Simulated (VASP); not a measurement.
# CdS in VASP: further runs

The runs below take CdS through single point, with r2SCAN.

All numbers are computed with VASP 6.6.1; they aren't measurements. Logs are shortened: lines on timing, memory, paths and dates and some standing lists are left out, and cuts for length are marked.

## 1. The cell of the first run

The structure is tetragonal, space group I4/mmm (No. 139). Conventional cell: a = 3.856 Å, b = 3.856 Å, c = 5.617 Å, α = 90.00°, β = 90.00°, γ = 90.00°. Cd (site symmetry 4/mmm) has 6 S at 2.73 to 2.81 Å within 3.6 Å. Within 3.6 Å of S (site symmetry 4/mmm) lie 6 Cd at 2.73 to 2.81 Å.

## 2. Single point, r2SCAN (uniaxial z strain +3.0%)

Input file POSCAR:

```
CdS
1.0
    0.0000000000      2.7267765454      2.8085798417
    2.7267765454      0.0000000000      2.8085798417
    2.7267765454      2.7267765454      0.0000000000
Cd S
1 1
Direct
    0.0000000000      0.0000000000      0.0000000000
    0.5000000000      0.5000000000      0.5000000000
```

Input file INCAR.step1:

```
SYSTEM = CdS
PREC = Accurate
ENCUT = 520
ISMEAR = -1
SIGMA = 0.02
LREAL = .FALSE.
LASPH = .TRUE.
NELM = 80
NBANDS = 16
GGA = PE
ALGO = Normal
EDIFF = 1E-4
LWAVE = .TRUE.
LCHARG = .FALSE.
```

Input file INCAR.step2:

```
SYSTEM = CdS
PREC = Accurate
ENCUT = 520
EDIFF = 1E-6
ISMEAR = -1
SIGMA = 0.02
LREAL = .FALSE.
LASPH = .TRUE.
NELM = 80
ALGO = Normal
ISIF = 2
LWAVE = .FALSE.
LCHARG = .TRUE.
METAGGA = R2SCAN
LMIXTAU = .TRUE.
LELF = .TRUE.
LVHAR = .TRUE.
NBANDS = 16
ISTART = 1
```

Input file KPOINTS:

```
Automatic mesh
0
G
  8 8 8
  0 0 0
```

Potentials or basis: VASP PAW PBE potentials, release 64 (Cd, S).

On the command line:

```bash
$ cat potpaw_PBE.64/Cd/POTCAR potpaw_PBE.64/S/POTCAR > POTCAR
$ cp INCAR.step1 INCAR
$ mpirun -np 1 vasp_std > vasp.out
$ cp INCAR.step2 INCAR
$ mpirun -np 1 vasp_std > vasp.out
```

OUTCAR:

```text
SYSTEM = CdS
   PREC = Accurate
   ENCUT = 520
   EDIFF = 1E-6
   ISMEAR = -1
   LREAL = .FALSE.
   LASPH = .TRUE.
   NELM = 80
   ISIF = 2
   METAGGA = R2SCAN
   ISTART = 1

 ion  position               nearest neighbor table
   1  0.000  0.000  0.000-   2 2.73   2 2.73   2 2.73   2 2.73   2 2.81   2 2.81
   2  0.500  0.500  0.500-   1 2.73   1 2.73   1 2.73   1 2.73   1 2.81   1 2.81

  LATTYP: Found a body centered tetragonal cell.
 ALAT       =     3.8562443721
 C/A-ratio  =     1.4566399692

  Lattice vectors:

 A1 = (  -2.7267765454,   0.0000000000,   2.8085798417)
 A2 = (   2.7267765454,   0.0000000000,   2.8085798417)
 A3 = (   0.0000000000,   2.7267765454,  -2.8085798417)

Analysis of symmetry for initial positions (statically):
=====================================================================
 Subroutine PRICEL returns:
 Original cell was already a primitive cell.

 Routine SETGRP: Setting up the symmetry group for a
 body centered tetragonal supercell.

 Subroutine GETGRP returns: Found 16 space group operations
 (whereof 16 operations were pure point group operations)
 out of a pool of 16 trial point group operations.

The static configuration has the point symmetry D_4h.

Analysis of symmetry for dynamics (positions and initial velocities):
=====================================================================
 Subroutine PRICEL returns:
 Original cell was already a primitive cell.

 Routine SETGRP: Setting up the symmetry group for a
 body centered tetragonal supercell.

 Subroutine GETGRP returns: Found 16 space group operations
 (whereof 16 operations were pure point group operations)
 out of a pool of 16 trial point group operations.

The dynamic configuration has the point symmetry D_4h.

 Subroutine INISYM returns: Found 16 space group operations
 (whereof 16 operations are pure point group operations),
 and found     1 'primitive' translations

----------------------------------------------------------------------------------------

                                     Primitive cell

  volume of cell :      41.7653

  direct lattice vectors                    reciprocal lattice vectors
     0.000000000  2.726776545  2.808579842    -0.183366694  0.183366694  0.178025916
     2.726776545  0.000000000  2.808579842     0.183366694 -0.183366694  0.178025916
     2.726776545  2.726776545  0.000000000     0.183366694  0.183366694 -0.178025916

  length of vectors
     3.914515431  3.914515431  3.856244372     0.314547160  0.314547160  0.314547160

  position of ions in fractional coordinates (direct lattice)
     0.000000000  0.000000000  0.000000000
     0.500000000  0.500000000  0.500000000

  ion indices of the primitive-cell ions
   primitive index   ion index
                 1           1
                 2           2

----------------------------------------------------------------------------------------

 KPOINTS: Automatic mesh

Automatic generation of k-mesh.
 Grid dimensions read from file:
 generate k-points for:    8    8    8

 Generating k-lattice:

  Cartesian coordinates                     Fractional coordinates (reciprocal lattice)
    -0.022920837  0.022920837  0.022253240     0.125000000  0.000000000  0.000000000
     0.022920837 -0.022920837  0.022253240     0.000000000  0.125000000  0.000000000
     0.022920837  0.022920837 -0.022253240     0.000000000  0.000000000  0.125000000

  Length of vectors
     0.039318395  0.039318395  0.039318395

  Shift w.r.t. Gamma in fractional coordinates (k-lattice)
     0.000000000  0.000000000  0.000000000

 Subroutine IBZKPT returns following result:
 ===========================================

 Found     59 irreducible k-points:

 Following reciprocal coordinates:
            Coordinates               Weight
  0.000000  0.000000  0.000000      1.000000
  0.125000  0.000000  0.000000      8.000000
  0.250000  0.000000  0.000000      8.000000
  0.375000  0.000000  0.000000      8.000000
  0.500000  0.000000  0.000000      4.000000
  0.125000  0.125000  0.000000      2.000000
[... 16 lines left out ...]
  0.250000  0.000000  0.125000     16.000000
  0.375000  0.000000  0.125000     16.000000
 [... further k-points ...]
   k-points           NKPTS =     59   k-points in BZ     NKDIM =     59   number of bands    NBANDS=     16
   number of dos      NEDOS =    301   number of ions     NIONS =      2
   total plane-waves  NPLWV =  27000
   dimension x,y,z NGX =    30 NGY =   30 NGZ =   30
   dimension x,y,z NGXF=    60 NGYF=   60 NGZF=   60
   ions per type =               1   1
   NGX,Y,Z   is equivalent  to a cutoff of  12.74, 12.74, 12.93 a.u.
   NGXF,Y,Z  is equivalent  to a cutoff of  25.48, 25.48, 25.87 a.u.
 SYSTEM =  CdS
   PREC   = accura    normal or accurate (medium, high low for compatibility)
   ISTART =      1    job   : 0-new  1-cont  2-samecut
   ICHARG =      0    charge: 1-file 2-atom 10-const
   ISPIN  =      1    spin polarized calculation?
   LNONCOLLINEAR =      F non collinear calculations
   LSORBIT =      F    spin-orbit coupling
   LASPH  =      T    aspherical Exc in radial PAW
   ENCUT  =  520.0 eV  38.22 Ry    6.18 a.u.   7.28  7.28  7.17*2*pi/ulx,y,z
   NELM   =     80;   NELMIN=  2; NELMDL=  0     # of ELM steps
   EDIFF  = 0.1E-05   stopping-criterion for ELM
   LREAL  =      F    real-space projection
   EDIFFG = 0.1E-04   stopping-criterion for IOM
   NSW    =      0    number of steps for IOM
   IBRION =     -1    ionic relax: 0-MD 1-quasi-New 2-CG
   NFREE  =      0    steps in history (QN), initial steepest desc. (CG)
   ISIF   =      2    stress and relaxation
   ISYM   =      2    0-nonsym 1-usesym 2-fastsym
   POTIM  = 0.5000    time-step for ionic-motion
   TEBEG  =    0.0;   TEEND  =   0.0 temperature during run
   PSTRESS=    0.0 pullay stress
   NELECT =      18.0000    total number of electrons
   NUPDOWN=      -1.0000    fix difference up-down
   EMIN   =  10.00;   EMAX   =-10.00  energy-range for DOS
   EFERMI =   0.00;   METHOD = LEGACY
   ISMEAR =    -1;   SIGMA  =   0.02  broadening in eV -4-tet -1-fermi 0-gaus
   EFERMI_NEDOS =   21; number of points for ismear=-14 and -15
   IALGO  =     38    algorithm
   IMIX   =      4    mixing-type and parameters
     AMIX     =   0.40;   BMIX     =  1.00
     AMIX_MAG =   1.60;   BMIX_MAG =  1.00
  volume/ion in A,a.u.               =      20.88       140.92
  Fermi-wavevector in a.u.,A,eV,Ry     =   1.236594  2.336823 20.805540  1.529164
  Thomas-Fermi vector in A             =   2.371196
   LORBIT       =      0    0 simple, 1 ext, 2 COOP (PROOUT), +10 PAW based schemes
   METAGGA = R2SCAN    functional components
   LHFCALC =     F    Hartree Fock is set to
   AEXX    =    0.0000 exact exchange contribution
   IVDW    =     0    specifies the selected vdW correction
   LEPSILON=     F    determine dielectric tensor
   LRPA    =     F    only Hartree local field effects (RPA)
 non-spin polarized calculation
  energy-cutoff  :      520.00
  volume of cell :       41.77
 maximum number of plane-waves:      1140
 NGX is ok and might be reduce to    30
   NGX = 15   NGY = 15   NGZ = 15

 number of electron      18.0000003 magnetization

 Free energy of the ion-electron system (eV)
  ---------------------------------------------------
  ext. energy  EPLUGINS =         0.00000000
  ---------------------------------------------------
  free energy    TOTEN  =       -29.51393731 eV

  energy without entropy =      -29.51393731  energy(sigma->0) =      -29.51393731

 E-fermi :   2.8562     XC(G=0): -10.8462

 val. band max:        2.5368147487   @ k =   0.5000   0.0000   0.0000
 cond. band min:       3.1510111844   @ k =   0.5000   0.0000   0.5000
 fundamental gap:      0.6141964357
 Fermi energy:         2.8562102734

 k-point     1 :       0.0000    0.0000    0.0000
  band No.  band energies     occupation
      1     -10.6765      2.00000
      2      -5.3672      2.00000
      3      -5.3459      2.00000
      4      -5.3419      2.00000
      5      -5.3345      2.00000
      6      -5.3345      2.00000
[... 8 lines left out ...]
     15      14.4374      0.00000
     16      14.9298      0.00000

 k-point     2 :       0.1250    0.0000    0.0000
  band No.  band energies     occupation
      1     -10.5454      2.00000
      2      -5.3946      2.00000
      3      -5.3899      2.00000
      4      -5.3615      2.00000
      5      -5.3203      2.00000
      6      -5.3106      2.00000
[... 8 lines left out ...]
     15      13.4373      0.00000
     16      14.3112      0.00000

 k-point     3 :       0.2500    0.0000    0.0000
  band No.  band energies     occupation
      1     -10.1959      2.00000
      2      -5.5105      2.00000
      3      -5.4923      2.00000
      4      -5.4083      2.00000
      5      -5.2523      2.00000
      6      -5.2497      2.00000
[... 8 lines left out ...]
     15      13.8606      0.00000
     16      14.0706      0.00000

 k-point     4 :       0.3750    0.0000    0.0000
  band No.  band energies     occupation
      1      -9.7810      2.00000
      2      -5.6212      2.00000
      3      -5.5950      2.00000
      4      -5.4999      2.00000
      5      -5.1879      2.00000
      6      -5.1797      2.00000
[... 8 lines left out ...]
     15      15.1003      0.00000
     16      15.2543      0.00000
[... 324 lines left out ...]
 k-point    22 :       0.1250    0.0000    0.1250
  band No.  band energies     occupation
      1     -10.5006      2.00000
      2      -5.4542      2.00000
      3      -5.3559      2.00000
      4      -5.3378      2.00000
      5      -5.3271      2.00000
      6      -5.3118      2.00000
[... 8 lines left out ...]
     15      15.2435      0.00000
     16      15.4666      0.00000

 k-point    23 :       0.2500    0.0000    0.1250
  band No.  band energies     occupation
      1     -10.2382      2.00000
      2      -5.5402      2.00000
      3      -5.3909      2.00000
      4      -5.3843      2.00000
      5      -5.2816      2.00000
      6      -5.2444      2.00000
[... 8 lines left out ...]
     15      14.9646      0.00000
     16      15.6120      0.00000

 k-point    24 :       0.3750    0.0000    0.1250
  band No.  band energies     occupation
      1      -9.8710      2.00000
      2      -5.5844      2.00000
      3      -5.4969      2.00000
      4      -5.4344      2.00000
      5      -5.2165      2.00000
      6      -5.1730      2.00000
[... 8 lines left out ...]
     15      15.7628      0.00000
     16      15.9399      0.00000

 [... further k-points ...]
[... 5 lines left out ...]
  --------------------------------------------------------------------------------------
  -------------------------------------------------------------------------------------
  Total       -0.2795344     -0.2795344     -0.7969578      0.0000000     -0.0000000     -0.0000000
  in kB      -10.7233384    -10.7233384    -30.5724356      0.0000000     -0.0000000     -0.0000000
  external PRESSURE =     -17.3397041 kB  Pullay stress =       0.0000000 kB

 VOLUME and BASIS-vectors are now :
 -----------------------------------------------------------------------------
  energy-cutoff  :      520.00
  volume of cell :       41.77
      direct lattice vectors                 reciprocal lattice vectors
     0.000000000  2.726776545  2.808579842    -0.183366694  0.183366694  0.178025916
     2.726776545  0.000000000  2.808579842     0.183366694 -0.183366694  0.178025916
     2.726776545  2.726776545  0.000000000     0.183366694  0.183366694 -0.178025916

 POSITION                                       TOTAL-FORCE (eV/Angst)
 -----------------------------------------------------------------------------------
      0.00000      0.00000      0.00000        -0.000000     -0.000000      0.000000
      2.72678      2.72678      2.80858         0.000000      0.000000     -0.000000
 -----------------------------------------------------------------------------------
    total drift:                               -0.000000      0.000000      0.000000

  FREE ENERGIE OF THE ION-ELECTRON SYSTEM (eV)
  ---------------------------------------------------
  free  energy   TOTEN  =       -29.5139373148 eV

  energy  without entropy=      -29.5139373128  energy(sigma->0) =      -29.51393731
```

It took 2.7 min on 1 thread of Intel Xeon Platinum 8259CL at 2.50GHz (Skylake/Cascade Lake), shared host; peak memory 0.19 GiB.

Results:

| Property | Result |
| --- | --- |
| Free energy | -29.5139 eV |
| Pressure | -1.7 GPa |
| Band gap on the k mesh | 0.61 eV, indirect (least direct gap 2.05 eV) |

Caveat: the cell differs from its parent crystal (uniaxial z strain +3.0%); the PAW data sets were made with another functional, which shifts forces and pressure a little. A k mesh can miss the band edges.

## 3. Single point, r2SCAN (strain along [111] +3.0%)

Input file POSCAR:

```
CdS
1.0
    0.0545355309      2.7813120763      2.7813120763
    2.7813120763      0.0545355309      2.7813120763
    2.7813120763      2.7813120763      0.0545355309
Cd S
1 1
Direct
    0.0000000000      0.0000000000      0.0000000000
    0.5000000000      0.5000000000      0.5000000000
```

Input file INCAR.step1:

```
PREC     = Accurate       # precision mode
ENCUT    = 520            # plane-wave cutoff, eV
ISMEAR   = 0              # smearing method
SIGMA    = 0.01           # smearing width, eV
LREAL    = F              # projectors in reciprocal space
LASPH    = T              # aspherical terms in the spheres
NELM     = 100            # most SCF steps
NBANDS   = 16             # bands
GGA      = PE             # functional
ALGO     = Normal         # electronic algorithm
EDIFF    = 1E-4           # SCF threshold, eV
LWAVE    = T              # write WAVECAR
LCHARG   = F              # write CHGCAR
```

Input file INCAR.step2:

```
PREC     = Accurate       # precision mode
ENCUT    = 520            # plane-wave cutoff, eV
EDIFF    = 1E-7           # SCF threshold, eV
ISMEAR   = 0              # smearing method
SIGMA    = 0.01           # smearing width, eV
LREAL    = F              # projectors in reciprocal space
LASPH    = T              # aspherical terms in the spheres
NELM     = 100            # most SCF steps
ALGO     = Normal         # electronic algorithm
ISIF     = 2              # what is computed and relaxed
LWAVE    = F              # write WAVECAR
LCHARG   = F              # write CHGCAR
METAGGA  = R2SCAN         # meta-GGA
LMIXTAU  = T            
NBANDS   = 16             # bands
ISTART   = 1
```

Input file KPOINTS:

```
Automatic mesh
0
Gamma
  8 8 8
```

Potentials or basis: VASP PAW PBE potentials, release 64 (Cd, S).

On the command line:

```bash
$ cat potpaw_PBE.64/Cd/POTCAR potpaw_PBE.64/S/POTCAR > POTCAR
$ cp INCAR.step1 INCAR
$ mpirun -np 1 vasp_std > vasp.out
$ cp INCAR.step2 INCAR
$ mpirun -np 1 vasp_std > vasp.out
```

Run time: 3.4 min. Hardware: 1 thread of Intel Xeon Platinum 8259CL at 2.50GHz (Skylake/Cascade Lake), shared host; peak memory 0.2 GiB.

The run converged. Its results:

```
Free energy            : -29.5134 eV
Pressure               : -1.9 GPa
Band gap on the k mesh : 0.66 eV, indirect (least direct gap 2.05 eV)
```

Stress tensor (GPa, compression positive):
```
-1.87 -0.74 -0.74
-0.74 -1.87 -0.74
-0.74 -0.74 -1.87
```

Levels at points of the mesh, in eV from the valence-band top:
```tsv
k point	band 7	band 8	band 9	band 10	band 11	band 12
(0.00, 0.00, 0.00)	-0.93	-0.69	-0.69	1.36	9.38	9.80
(0.50, 0.00, 0.00)	-4.80	-0.12	-0.06	3.93	6.25	6.44
(0.50, 0.50, 0.00)	-4.22	-2.25	-2.04	0.66	6.39	10.44
(0.50, 0.50, 0.50)	-4.97	0.00	0.00	4.20	6.63	6.63
```

Caveat: the cell differs from its parent crystal (strain along [111] +3.0%); the PAW data sets were made with another functional, which shifts forces and pressure a little.
